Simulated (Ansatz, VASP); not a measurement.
Two plane-wave programs on Tl

```xyz
1
Lattice="-1.8439 1.8439 1.8925 1.8439 -1.8439 1.8925 1.8439 1.8439 -1.8925" Properties=species:S:1:pos:R:3 pbc="T T T"
Tl    0.0000    0.0000    0.0000
```

Change from the starting cell: strain -0.050 along x and y, -0.025 along z, atoms carried along.

Alike in both runs: task single point; functional PBEsol; k mesh 18 × 18 × 18; occupations gaussian, width 0.15 eV; no spin polarisation.

|  | VASP | Ansatz |
| --- | --- | --- |
| version | VASP 6.6.1 | Ansatz 0.2.0 |
| potentials or method | VASP PAW PBE potentials, release 64 (Tl_d), cutoff 520 eV | scalar-relativistic, plane waves, PAW |
| valence electrons in the cell | 13 | 13 |

```csv
,VASP,Ansatz,Ansatz less VASP
gap on the k mesh at the Fermi level (eV),none,none,-
pressure (GPa),5.0,5.0,+0.03
"traceless stress, the component that is largest in VASP (GPa)",-0.31,-0.31,+0.002
```

VASP's potentials were made for PBE, not for PBEsol. A gap of «none» marks a metal or a gap that the smearing closes.

Spin-orbit coupling is off throughout.
